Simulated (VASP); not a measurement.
# PrWCl2 (P4/mmm) in VASP: notebook

The runs below take PrWCl2 through single point, relaxation of cell and atoms, with PBE.

All numbers are computed with VASP 6.6.1; they aren't measurements. Logs are shortened: lines on timing, memory, paths and dates and some standing lists are left out, and cuts for length are marked.

## (1) The cell of the first run

The structure is tetragonal, space group P4/mmm (No. 123). Conventional cell: a = 4.430 Å, b = 4.430 Å, c = 5.838 Å, α = 90.00°, β = 90.00°, γ = 90.00°. Within 3.8 Å of Pr (site symmetry 4/mmm) lie 2 W at 2.92 Å and 4 Cl at 3.13 Å. Within 3.8 Å of W (site symmetry 4/mmm) lie 2 Pr at 2.92 Å and 4 Cl at 3.13 Å. Within 3.8 Å of Cl (site symmetry 4/mmm) lie 2 Cl at 2.92 Å and 4 W at 3.13 Å. Within 3.8 Å of Cl (site symmetry 4/mmm) lie 2 Cl at 2.92 Å and 4 Pr at 3.13 Å.

The cell was built from a structure type or drawn by symmetry, and may not be a known phase.

## (2) Single point, PBE, collinear spin

Contents of INCAR:

```
SYSTEM = PrWCl2
PREC = Accurate
ENCUT = 500
EDIFF = 1E-6
ISMEAR = 0
SIGMA = 0.1
LREAL = .False.
LASPH = .True.
NELM = 200
ALGO = Normal
ISIF = 2
LWAVE = .False.
LCHARG = .False.
ISPIN = 2
MAGMOM = -0.09 2.01 0.01 0.01
LORBIT = 11
LMAXMIX = 6
GGA = PE
NBANDS = 32
GGA_COMPAT = .False.
```

Contents of KPOINTS:

```
regular mesh
0
Gamma
  4 4 4
  0 0 0
```

Contents of POSCAR:

```
PrWCl2
1.0
    4.4298228300      0.0000000000      0.0000000000
    0.0000000000      4.4298228300      0.0000000000
    0.0000000000      0.0000000000      5.8377763200
Pr W Cl
1 1 2
Direct
    0.0000000000      0.0000000000      0.5000000000
    0.0000000000      0.0000000000      0.0000000000
    0.5000000000      0.5000000000      0.0000000000
    0.5000000000      0.5000000000      0.5000000000
```

Potentials or basis: VASP PAW PBE potentials, release 64 (Pr_3, W_sv, Cl), 4f in core.

Command:

```bash
> cat potpaw_PBE.64/Pr_3/POTCAR potpaw_PBE.64/W_sv/POTCAR potpaw_PBE.64/Cl/POTCAR > POTCAR
> mpirun -np 1 vasp_std > vasp.out
```

OUTCAR:

```text
SYSTEM = PrWCl2
   PREC = Accurate
   ENCUT = 500
   EDIFF = 1E-6
   ISMEAR = 0
   LREAL = .False.
   LASPH = .True.
   NELM = 200
   ISIF = 2
   ISPIN = 2
   LORBIT = 11
   GGA = PE

 ion  position               nearest neighbor table
   1  0.000  0.000  0.500-   2 2.92   2 2.92   4 3.13   4 3.13   4 3.13   4 3.13
   2  0.000  0.000  0.000-   1 2.92   1 2.92
   3  0.500  0.500  0.000-
   4  0.500  0.500  0.500-   1 3.13   1 3.13   1 3.13   1 3.13

  LATTYP: Found a simple tetragonal cell.
 ALAT       =     4.4298228300
 C/A-ratio  =     1.3178351695

  Lattice vectors:

 A1 = (   4.4298228300,   0.0000000000,   0.0000000000)
 A2 = (   0.0000000000,   4.4298228300,   0.0000000000)
 A3 = (   0.0000000000,   0.0000000000,   5.8377763200)

Analysis of symmetry for initial positions (statically):
=====================================================================
 Subroutine PRICEL returns:
 Original cell was already a primitive cell.

 Routine SETGRP: Setting up the symmetry group for a
 simple tetragonal supercell.

 Subroutine GETGRP returns: Found 16 space group operations
 (whereof 16 operations were pure point group operations)
 out of a pool of 16 trial point group operations.

The static configuration has the point symmetry D_4h.

Analysis of symmetry for dynamics (positions and initial velocities):
=====================================================================
 Subroutine PRICEL returns:
 Original cell was already a primitive cell.

 Routine SETGRP: Setting up the symmetry group for a
 simple tetragonal supercell.

 Subroutine GETGRP returns: Found 16 space group operations
 (whereof 16 operations were pure point group operations)
 out of a pool of 16 trial point group operations.

The dynamic configuration has the point symmetry D_4h.

Analysis of structural, dynamic, and magnetic symmetry:
=====================================================================
 Subroutine PRICEL returns:
 Original cell was already a primitive cell.

 Routine SETGRP: Setting up the symmetry group for a
 simple tetragonal supercell.

 Subroutine GETGRP returns: Found 16 space group operations
 (whereof 16 operations were pure point group operations)
 out of a pool of 16 trial point group operations.

The overall configuration has the point symmetry D_4h.

 Subroutine INISYM returns: Found 16 space group operations
 (whereof 16 operations are pure point group operations),
[... 117 lines left out ...]
   LORBIT       =     11    0 simple, 1 ext, 2 COOP (PROOUT), +10 PAW based schemes
   GGA     = PE    functional components
   LHFCALC =     F    Hartree Fock is set to
   AEXX    =    0.0000 exact exchange contribution
   IVDW    =     0    specifies the selected vdW correction
   LEPSILON=     F    determine dielectric tensor
   LRPA    =     F    only Hartree local field effects (RPA)
 spin polarized calculation
 Gauss-broadening in eV      SIGMA  =   0.10
  energy-cutoff  :      500.00
  volume of cell :      114.56
 maximum number of plane-waves:      2968
   NGX = 17   NGY = 17   NGZ = 21

 number of electron      39.0000006 magnetization       2.4278377

 Free energy of the ion-electron system (eV)
  ---------------------------------------------------
  ext. energy  EPLUGINS =         0.00000000
  ---------------------------------------------------
  free energy    TOTEN  =       -19.07093360 eV

  energy without entropy =      -19.05248433  energy(sigma->0) =      -19.06170897

 E-fermi :   3.8889     XC(G=0):  -9.2279

 val. band max:        3.8825200667   @ k =   0.5000   0.0000   0.2500
 cond. band min:       3.9035474964   @ k =   0.2500   0.2500   0.5000
 fundamental gap:      0.0210274297
 Fermi energy:         3.8889335785

 spin component 1

 k-point     1 :       0.0000    0.0000    0.0000
  band No.  band energies     occupation
      1     -70.4551      1.00000
      2     -34.9668      1.00000
      3     -34.9668      1.00000
      4     -34.4763      1.00000
      5     -33.1176      1.00000
      6     -15.1031      1.00000
[... 601 lines left out ...]
     30      10.4907      0.00000
     31      10.7248      0.00000
 Fermi energy:         3.8889335785

 spin component 2

 k-point     1 :       0.0000    0.0000    0.0000
  band No.  band energies     occupation
      1     -69.6016      1.00000
      2     -33.6864      1.00000
      3     -33.6864      1.00000
      4     -33.5581      1.00000
      5     -33.1627      1.00000
      6     -15.1609      1.00000
[... 601 lines left out ...]
     30      10.6919      0.00000
     31      11.6077      0.00000
 [bands above 31 left out]

------------------------ aborting loop because EDIFF is reached ----------------------------------------

  FORCE on cell =-STRESS in cart. coord.  units (eV):
  Direction    XX          YY          ZZ          XY          YZ          ZX
  --------------------------------------------------------------------------------------
  -------------------------------------------------------------------------------------
  Total       -7.0928474     -7.0928474      3.4968555      0.0000000      0.0000000      0.0000000
  in kB      -99.1998537    -99.1998537     48.9066707      0.0000000      0.0000000      0.0000000
  external PRESSURE =     -49.8310122 kB  Pullay stress =       0.0000000 kB

 VOLUME and BASIS-vectors are now :
 -----------------------------------------------------------------------------
  energy-cutoff  :      500.00
  volume of cell :      114.56
      direct lattice vectors                 reciprocal lattice vectors
     4.429822830  0.000000000  0.000000000     0.225742662  0.000000000  0.000000000
     0.000000000  4.429822830  0.000000000     0.000000000  0.225742662  0.000000000
     0.000000000  0.000000000  5.837776320     0.000000000  0.000000000  0.171298101

 POSITION                                       TOTAL-FORCE (eV/Angst)
 -----------------------------------------------------------------------------------
      0.00000      0.00000      2.91889         0.000000      0.000000      0.000000
      0.00000      0.00000      0.00000         0.000000      0.000000      0.000000
      2.21491      2.21491      0.00000         0.000000      0.000000      0.000000
      2.21491      2.21491      2.91889         0.000000      0.000000      0.000000
 -----------------------------------------------------------------------------------
    total drift:                                0.000000     -0.000000     -0.000000

  FREE ENERGIE OF THE ION-ELECTRON SYSTEM (eV)
  ---------------------------------------------------
  free  energy   TOTEN  =       -19.0709336047 eV

  energy  without entropy=      -19.0524843344  energy(sigma->0) =      -19.06170897

 total charge

# of ion       s       p       d       tot
------------------------------------------
    1        2.059   5.724   0.941   8.724
    2        2.374   5.987   3.400  11.761
    3        1.620   3.407   0.000   5.028
    4        1.598   3.529   0.000   5.127
--------------------------------------------------
tot          7.651  18.647   4.341  30.640

 magnetization (x)

# of ion       s       p       d       tot
------------------------------------------
    1       -0.005   0.017  -0.117  -0.105
    2        0.108   0.010   1.770   1.888
    3        0.014  -0.025   0.000  -0.011
    4        0.001   0.011   0.000   0.012
--------------------------------------------------
tot          0.119   0.012   1.653   1.784
```

stdout:

```text
POSCAR found type information on POSCAR PrW Cl
 POSCAR found :  3 types and       4 ions
 scaLAPACK will be used
 LDA part: xc-table for (Slater+PW92), standard interpolation
 POSCAR, INCAR and KPOINTS ok, starting setup
 FFT: planning ... GRIDC
 FFT: planning ... GRID_SOFT
 FFT: planning ... GRID
 WAVECAR not read
 entering main loop
```

Run time: 67 s. Hardware: 1 thread of Intel Xeon 6975P-C (Granite Rapids), shared host; peak memory 0.31 GiB.

Results:

- Free energy: -19.0709 eV
- Pressure: -5.0 GPa
- Net moment: 2.43 μB per cell
- Site moments: Pr -0.10; W +1.89; Cl -0.01, +0.01 μB
- Valence electrons inside the program's atomic spheres: Pr 8.72; W 11.76; Cl 5.03, 5.13

Caveat: the magnetic or orbital state may not be the lowest; the cell stands under tension; spin-orbit coupling is left out, which moves the levels of the heavy elements; the 4f electrons are frozen in the core, so they carry no moment and show no levels. With open d or f shells a metallic result of PBE can be an artefact of self-interaction; +U or a hybrid may open a gap.

## (3) Relaxation of cell and atoms, PBE, collinear spin

Contents of INCAR:

```
ALGO = Normal
EDIFF = 1E-7
EDIFFG = -0.04
ENCUT = 500
GGA = PE
GGA_COMPAT = F
IBRION = 2
ISIF = 3
ISMEAR = 0
ISPIN = 2
LASPH = T
LCHARG = F
LMAXMIX = 6
LORBIT = 11
LREAL = F
LWAVE = F
MAGMOM = 0.01 2 0.06 0.01
NELM = 200
NELMIN = 4
NSW = 90
PREC = Accurate
SIGMA = 0.1
```

Contents of KPOINTS:

```
k-points
0
Gamma
  4 4 4
```

POSCAR is that of step 2.

Potentials or basis: VASP PAW PBE potentials, release 64 (Pr_3, W_sv, Cl), 4f in core.

Command:

```bash
> cat potpaw_PBE.64/Pr_3/POTCAR potpaw_PBE.64/W_sv/POTCAR potpaw_PBE.64/Cl/POTCAR > POTCAR
> mpirun -np 1 vasp_std > vasp.out
```

Wall time 4.3 min (1 thread of Intel Xeon 6975P-C (Granite Rapids), shared host); peak memory 0.3 GiB.

It converged, with:

- Free energy: -20.3178 eV
- Relaxed volume: 24.05 Å³/atom
- Relaxed cell: a = 3.876 Å, b = 3.876 Å, c = 6.405 Å, α = 90.00°, β = 90.00°, γ = 90.00°
- Space group after relaxing (to 0.1 Å): P4/mmm (No. 123)
- Energy gained by relaxing: 311.7 meV/atom
- Ionic steps: 8
- Pressure after relaxing: 0.1 GPa
- Net moment: 2.60 μB per cell
- Site moments: Pr +0.01; W +1.99; Cl +0.01 μB
- Valence electrons inside the program's atomic spheres: Pr 8.81; W 11.76; Cl 5.02, 5.19

Stress tensor (GPa, compression positive):
```
 0.21  0.00  0.00
 0.00  0.21  0.00
 0.00  0.00 -0.18
```

The path:
```tsv
step	energy change (eV)	largest force (eV/Å)	pressure (GPa)	volume (Å³)
1	0.0000	0.0000	-4.98	114.56
2	-1.0736	0.0000	-2.83	99.84
3	-1.2236	0.0000	0.59	93.77
4	-1.2248	0.0000	1.08	93.11
5	-1.2427	0.0000	0.24	95.24
6	-1.2459	0.0000	-0.21	96.37
7	-1.2460	0.0000	-0.30	96.61
8	-1.2469	0.0000	0.08	96.21
```

Final structure:
```
Pr W Cl
1.0
     3.87576    0.00000    0.00000
     0.00000    3.87576    0.00000
     0.00000    0.00000    6.40495
Pr W Cl
1 1 2
Direct
  0.00000 0.00000 0.50000
  0.00000 0.00000 0.00000
  0.50000 0.50000 0.00000
  0.50000 0.50000 0.50000
```

Levels at points of the mesh, in eV from the Fermi level:
Spin up:
| k point | band 17 | band 18 | band 19 | band 20 | band 21 | band 22 | band 23 | band 24 |
| --- | --- | --- | --- | --- | --- | --- | --- | --- |
| (0.00, 0.00, 0.00) | -3.31 | -2.90 | -1.58 | -1.20 | -1.12 | -1.12 | -0.99 | 1.45 |
| (0.50, 0.00, 0.00) | -2.44 | -0.84 | -0.79 | -0.52 | 1.53 | 1.85 | 2.10 | 2.55 |
| (0.50, 0.50, 0.00) | -2.46 | -2.45 | -2.45 | -0.36 | -0.10 | 0.04 | 1.57 | 1.57 |
| (0.00, 0.00, 0.50) | -2.79 | -1.78 | -1.77 | -1.19 | -0.73 | -0.73 | -0.58 | 0.32 |
| (0.50, 0.00, 0.50) | -0.90 | -0.54 | -0.51 | -0.46 | -0.15 | 1.04 | 2.10 | 2.40 |
| (0.50, 0.50, 0.50) | -1.64 | -1.64 | -0.86 | -0.29 | -0.09 | 0.02 | 0.02 | 0.04 |
Spin down:
```csv
k point,band 16,band 17,band 18,band 19,band 20,band 21
"(0.00, 0.00, 0.00)",-3.89,-2.71,-1.92,-0.93,0.08,0.08
"(0.50, 0.00, 0.00)",-3.98,-1.81,0.26,0.51,1.25,1.83
"(0.50, 0.50, 0.00)",-3.72,-1.79,-1.66,-1.66,0.96,1.25
"(0.00, 0.00, 0.50)",-5.47,-1.64,-1.30,-0.83,0.12,0.49
"(0.50, 0.00, 0.50)",-5.39,-0.01,0.09,0.88,1.10,1.25
"(0.50, 0.50, 0.50)",-4.93,-0.30,-0.30,0.01,0.01,0.14
```

Caveat: the magnetic or orbital state may not be the lowest; the electronic state changed during the relaxation; the volume moved by over 15 % at a fixed basis, so the end points are rough; spin-orbit coupling is left out, which moves the levels of the heavy elements; the 4f electrons are frozen in the core, so they carry no moment and show no levels. With open d or f shells a metallic result of PBE can be an artefact of self-interaction; +U or a hybrid may open a gap.
